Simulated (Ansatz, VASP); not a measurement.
**One calculation of Re, two programs**

Contents of INCAR:

```
SYSTEM = Re
ALGO = Normal
EDIFF = 1E-6
ENCUT = 600
GGA = CA
GGA_COMPAT = .False.
ISIF = 2
ISMEAR = 0
LASPH = .True.
LCHARG = .True.
LELF = .True.
LREAL = .False.
LVHAR = .True.
LWAVE = .False.
NBANDS = 14
NELM = 120
PREC = Accurate
SIGMA = 0.1
```

The input KPOINTS:

```
k-points
0
Gamma
  13 13 7
  0 0 0
```

Contents of POSCAR:

```
Re
1.0
    2.7391880258      0.0000000000      0.0000000000
   -1.3695940129      2.3722064161      0.0000000000
    0.0000000000      0.0000000000      4.4118668232
Re
2
Direct
    0.3333333333      0.6666666667      0.2500000000
    0.6666666667      0.3333333333      0.7500000000
```

Input for Ansatz:

```yaml
crystal:
  lattice:
    - [2.7391880258, 0.0, 0.0]
    - [-1.3695940129, 2.3722064161, 0.0]
    - [0.0, 0.0, 4.4118668232]
  atoms:
    - { symbol: Re, position: [0.3333333333, 0.6666666667, 0.25] }
    - { symbol: Re, position: [0.6666666667, 0.3333333333, 0.75] }
hamiltonian:
  xc: lda
  pseudopotentials:
    kind: paw
    azcp:
      Re: "pseudopotentials/Re.paw.azcp"
basis:
  ecutwfc: 420
  fft_grid_basis: typed
kpoints:
  mp_grid: { grid: [13, 13, 7], shift: [0, 0, 0] }
magnetization:
  spin_polarized: false
scf:
  occupations: { method: gaussian, width: 0.1 }
  lower_state_search: "off"
output:
  stress: true
```

Alike in both runs: task single point; functional LDA; k mesh 13 × 13 × 7; occupations gaussian, width 0.1 eV; no spin polarisation.

```csv
,VASP,Ansatz
version,VASP 6.6.1,Ansatz 0.2.0
potentials or method,"VASP PAW LDA potentials, release 64 (Re), cutoff 600 eV","plane waves (420 eV) with PAW, scalar-relativistic"
valence electrons in the cell,14,30
```

|  | VASP | Ansatz | Ansatz less VASP |
| --- | --- | --- | --- |
| pressure (GPa) | 1.4 | -0.2 | -1.68 |
| traceless stress, the component that is largest in VASP (GPa) | -0.09 | 0.00 | +0.088 |

Ansatz warns that its potentials were made for another functional, while VASP's fit it. LDA's correlation is that of Perdew and Zunger in VASP and of Perdew and Wang (1992) in Ansatz. VASP's potentials hold 14 valence electrons a cell and Ansatz's 30, so a difference there can come from the potentials and not from the codes.

Neither program's run includes spin-orbit coupling.
